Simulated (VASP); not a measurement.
# Ir (Fm-3m) in VASP: single point with PBEsol

Aim: the single point of Ir with PBEsol.

Everything below comes from runs of VASP 6.6.1. Logs are shortened: lines on timing, memory, paths and dates and some standing lists are left out, and cuts for length are marked.

### Step 1. The cell of the first run

Symmetry: Fm-3m, No. 225, cubic system. Conventional cell: a = 3.805 Å, b = 3.805 Å, c = 3.805 Å, α = 90.00°, β = 90.00°, γ = 90.00°. Ir (site symmetry m-3m) has 12 Ir at 2.69 Å within 3.5 Å.

### Step 2. Single point, PBEsol

Input file INCAR:

```
  ALGO = Normal
  EDIFF = 1E-6
  ENCUT = 560
  GGA = PS
  GGA_COMPAT = F
  ISIF = 2
  ISMEAR = -1
  LASPH = T
  LCHARG = F
  LREAL = F
  LWAVE = F
  NBANDS = 14
  NELM = 120
  PREC = Accurate
  SIGMA = 0.05
```

Input file KPOINTS:

```
k-points
0
Gamma
  20 20 20
```

Input file POSCAR:

```
Ir
1.0
    0.0000000000      1.9025673901      1.9025673901
    1.9025673901      0.0000000000      1.9025673901
    1.9025673901      1.9025673901      0.0000000000
Ir
1
Direct
    0.0000000000      0.0000000000      0.0000000000
```

Potentials or basis: VASP PAW PBE potentials, release 64 (Ir_sv_GW).

Launch:

```sh
> cat potpaw_PBE.64/Ir_sv_GW/POTCAR > POTCAR
> mpirun -np 1 vasp_std > vasp.out
```

OUTCAR:

```text
EDIFF = 1E-6
   ENCUT = 560
   GGA = PS
   ISIF = 2
   ISMEAR = -1
   LASPH = T
   LREAL = F
   NELM = 120
   PREC = Accurate

 ion  position               nearest neighbor table
   1  0.000  0.000  0.000-

  LATTYP: Found a face centered cubic cell.
 ALAT       =     3.8051347802

  Lattice vectors:

 A1 = (   0.0000000000,   1.9025673901,   1.9025673901)
 A2 = (   1.9025673901,   0.0000000000,   1.9025673901)
 A3 = (   1.9025673901,   1.9025673901,   0.0000000000)

Analysis of symmetry for initial positions (statically):
=====================================================================
 Subroutine PRICEL returns:
 Original cell was already a primitive cell.

 Routine SETGRP: Setting up the symmetry group for a
 face centered cubic supercell.

 Subroutine GETGRP returns: Found 48 space group operations
 (whereof 48 operations were pure point group operations)
 out of a pool of 48 trial point group operations.

The static configuration has the point symmetry O_h .

Analysis of symmetry for dynamics (positions and initial velocities):
=====================================================================
 Subroutine PRICEL returns:
 Original cell was already a primitive cell.

 Routine SETGRP: Setting up the symmetry group for a
 face centered cubic supercell.

 Subroutine GETGRP returns: Found 48 space group operations
 (whereof 48 operations were pure point group operations)
 out of a pool of 48 trial point group operations.

The dynamic configuration has the point symmetry O_h .

 Subroutine INISYM returns: Found 48 space group operations
 (whereof 48 operations are pure point group operations),
 and found     1 'primitive' translations

----------------------------------------------------------------------------------------

                                     Primitive cell

  volume of cell :      13.7737

  direct lattice vectors                    reciprocal lattice vectors
     0.000000000  1.902567390  1.902567390    -0.262802780  0.262802780  0.262802780
     1.902567390  0.000000000  1.902567390     0.262802780 -0.262802780  0.262802780
     1.902567390  1.902567390  0.000000000     0.262802780  0.262802780 -0.262802780

  length of vectors
     2.690636606  2.690636606  2.690636606     0.455187768  0.455187768  0.455187768

  position of ions in fractional coordinates (direct lattice)
     0.000000000  0.000000000  0.000000000

  ion indices of the primitive-cell ions
   primitive index   ion index
                 1           1
[... 74 lines left out ...]
   EDIFFG = 0.1E-04   stopping-criterion for IOM
   NSW    =      0    number of steps for IOM
   IBRION =     -1    ionic relax: 0-MD 1-quasi-New 2-CG
   NFREE  =      0    steps in history (QN), initial steepest desc. (CG)
   ISIF   =      2    stress and relaxation
   ISYM   =      2    0-nonsym 1-usesym 2-fastsym
   POTIM  = 0.5000    time-step for ionic-motion
   TEBEG  =    0.0;   TEEND  =   0.0 temperature during run
   PSTRESS=    0.0 pullay stress
   NELECT =      17.0000    total number of electrons
   NUPDOWN=      -1.0000    fix difference up-down
   EMIN   =  10.00;   EMAX   =-10.00  energy-range for DOS
   EFERMI =   0.00;   METHOD = LEGACY
   ISMEAR =    -1;   SIGMA  =   0.05  broadening in eV -4-tet -1-fermi 0-gaus
   EFERMI_NEDOS =   21; number of points for ismear=-14 and -15
   IALGO  =     38    algorithm
   IMIX   =      4    mixing-type and parameters
     AMIX     =   0.40;   BMIX     =  1.00
     AMIX_MAG =   1.60;   BMIX_MAG =  1.00
  volume/ion in A,a.u.               =      13.77        92.95
  Fermi-wavevector in a.u.,A,eV,Ry     =   1.756067  3.318486 41.957258  3.083771
  Thomas-Fermi vector in A             =   2.825690
   LORBIT       =      0    0 simple, 1 ext, 2 COOP (PROOUT), +10 PAW based schemes
   GGA     = PS    functional components
   LHFCALC =     F    Hartree Fock is set to
   AEXX    =    0.0000 exact exchange contribution
   IVDW    =     0    specifies the selected vdW correction
   LEPSILON=     F    determine dielectric tensor
   LRPA    =     F    only Hartree local field effects (RPA)
 non-spin polarized calculation
  energy-cutoff  :      560.00
  volume of cell :       13.77
 maximum number of plane-waves:       428
 NGX is ok and might be reduce to    24
   NGX = 11   NGY = 11   NGZ = 11

 number of electron      17.0000000 magnetization

 Free energy of the ion-electron system (eV)
  ---------------------------------------------------
  ext. energy  EPLUGINS =         0.00000000
  ---------------------------------------------------
  free energy    TOTEN  =       -10.40008960 eV

  energy without entropy =      -10.39514503  energy(sigma->0) =      -10.39761732

 E-fermi :  13.2157     XC(G=0): -14.8798

 val. band max:       13.2106990528   @ k =   0.3500   0.0000   0.0000
 cond. band min:      13.2255466319   @ k =   0.3000   0.2000   0.0000
 fundamental gap:      0.0148475791
 Fermi energy:        13.2156984729

 k-point     1 :       0.0000    0.0000    0.0000
  band No.  band energies     occupation
      1     -79.8482      2.00000
      2     -36.2018      2.00000
      3     -36.2018      2.00000
      4     -36.2018      2.00000
      5       1.8027      2.00000
      6       9.2031      2.00000
      7       9.2031      2.00000
      8       9.2031      2.00000
      9      12.0310      2.00000
     10      12.0310      2.00000
     11      26.7683      0.00000
     12      32.4226      0.00000
     13      32.4226      0.00000
     14      32.4226      0.00000
[... 377 lines left out ...]
      1     -79.7855      2.00000
      2     -36.9258      2.00000
      3     -36.3270      2.00000
      4     -36.2980      2.00000
      5       4.9229      2.00000
      6       9.2660      2.00000
      7       9.3810      2.00000
      8      10.0629      2.00000
      9      13.0824      1.87002
     10      13.9098      0.00000
     11      23.6213      0.00000
     12      27.7955      0.00000
     13      33.5980      0.00000
     14      35.1498      0.00000

 [... further k-points ...]
[... 5 lines left out ...]
  --------------------------------------------------------------------------------------
  -------------------------------------------------------------------------------------
  Total        0.5162496      0.5162496      0.5162496      0.0000000      0.0000000      0.0000000
  in kB       60.0509923     60.0509923     60.0509923      0.0000000      0.0000000      0.0000000
  external PRESSURE =      60.0509923 kB  Pullay stress =       0.0000000 kB

 VOLUME and BASIS-vectors are now :
 -----------------------------------------------------------------------------
  energy-cutoff  :      560.00
  volume of cell :       13.77
      direct lattice vectors                 reciprocal lattice vectors
     0.000000000  1.902567390  1.902567390    -0.262802780  0.262802780  0.262802780
     1.902567390  0.000000000  1.902567390     0.262802780 -0.262802780  0.262802780
     1.902567390  1.902567390  0.000000000     0.262802780  0.262802780 -0.262802780

 POSITION                                       TOTAL-FORCE (eV/Angst)
 -----------------------------------------------------------------------------------
      0.00000      0.00000      0.00000        -0.000000      0.000000      0.000000
 -----------------------------------------------------------------------------------
    total drift:                               -0.000000      0.000000      0.000000

  FREE ENERGIE OF THE ION-ELECTRON SYSTEM (eV)
  ---------------------------------------------------
  free  energy   TOTEN  =       -10.4000896047 eV

  energy  without entropy=      -10.3951450259  energy(sigma->0) =      -10.39761732
```

OSZICAR:

```text
N       E                     dE             d eps       ncg     rms          rms(c)
DAV:   1     0.119299892458E+03    0.11930E+03   -0.11987E+04  7342   0.134E+03
DAV:   2    -0.985846063379E+01   -0.12916E+03   -0.12381E+03  9070   0.410E+02
DAV:   3    -0.116029821000E+02   -0.17445E+01   -0.17410E+01  7858   0.454E+01
DAV:   4    -0.116055845217E+02   -0.26024E-02   -0.26024E-02  8566   0.215E+00
DAV:   5    -0.116055898626E+02   -0.53409E-05   -0.53416E-05  7864   0.917E-02    0.762E+01
DAV:   6    -0.105130028594E+02    0.10926E+01   -0.14231E+00  7492   0.128E+01    0.416E+01
DAV:   7    -0.104201767179E+02    0.92826E-01   -0.46355E-01  8170   0.680E+00    0.730E+00
DAV:   8    -0.104002423987E+02    0.19934E-01   -0.70927E-02  7210   0.333E+00    0.805E-01
DAV:   9    -0.104002307811E+02    0.11618E-04   -0.88455E-04  8134   0.347E-01    0.324E-01
DAV:  10    -0.104000905830E+02    0.14020E-03   -0.22812E-04  7726   0.222E-01    0.266E-01
DAV:  11    -0.104000895247E+02    0.10582E-05   -0.55893E-06  8158   0.309E-02    0.512E-02
DAV:  12    -0.104000896047E+02   -0.80009E-07   -0.20941E-07  3788   0.516E-03
   1 F= -.10400090E+02 E0= -.10397617E+02  d E =-.494458E-02
```

Run time: 35 s. Hardware: 1 thread of Intel Xeon Platinum 8488C (Sapphire Rapids), shared host; peak memory 0.19 GiB.

Results:

| Quantity | Value |
| --- | --- |
| Free energy | -10.4001 eV |
| Pressure | 6.0 GPa |
| Band gap on the k mesh | zero (an odd number of electrons rules out a gap without spin polarisation) |

Caveat: the cell stands under pressure; the PAW data sets were made with another functional, which shifts forces and pressure a little; spin-orbit coupling is left out, which moves the levels of the heavy elements.
